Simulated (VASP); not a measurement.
Wanted: the native input for a VASP 6.6.1 run.

```
Task                   : single point
Functional             : PBE
Potentials or basis    : VASP PAW PBE potentials, release 64 (Al, Ir)
Cutoff                 : 520 eV
k mesh                 : 6 × 6 × 6
Occupations            : gaussian, width 0.1 eV
Spin                   : no spin polarisation
Dipole correction      : no
Further INCAR settings : ALGO = Normal; EDIFF = 1e-07; NBANDS = 22
```

The structure of Al3Ir2 lies in POSCAR:

```
Al3Ir2
1.0
    0.0000000000      4.0288368944      5.7267412260
    2.2019929683      0.0000000000      5.7267412260
    2.2019929683      4.0288368944      0.0000000000
Al Ir
3 2
Direct
    0.3180142064      0.3180142064      0.6819857936
    0.6819857936      0.6819857936      0.3180142064
    0.0000000000      0.0000000000      0.0000000000
    0.3291202975      0.6708797025      0.3291202975
    0.6708797025      0.3291202975      0.6708797025
```

The cell was generated, and may not be a known phase.

These files were run (other wordings do the same):

INCAR

```
SYSTEM = Al3Ir2
PREC = Accurate ; ENCUT = 520
EDIFF = 1E-7 ; ISMEAR = 0
SIGMA = 0.1 ; LREAL = .False.
LASPH = .True. ; NELM = 100
ALGO = Normal ; ISIF = 2
LWAVE = .False. ; LCHARG = .False.
GGA = PE ; NBANDS = 22
```

KPOINTS

```
Automatic mesh
0
Gamma
  6 6 6
  0 0 0
```

Potentials or basis: VASP PAW PBE potentials, release 64 (Al, Ir).

Run with:

```bash
$ cat potpaw_PBE.64/Al/POTCAR potpaw_PBE.64/Ir/POTCAR > POTCAR
$ mpirun -np 1 vasp_std > vasp.out
```

Results of the run:

```yaml
Pressure: 0.1 GPa
Largest_force: 0.023 eV/Å
Band_gap_on_the_k_mesh: zero (an odd number of electrons rules out a gap without spin polarisation)
```

Caveat: spin-orbit coupling is left out, which moves the levels of the heavy elements.

Wall time 4.2 min on 1 thread of Intel Xeon 8259CL (shared host), peak memory 0.34 GiB.
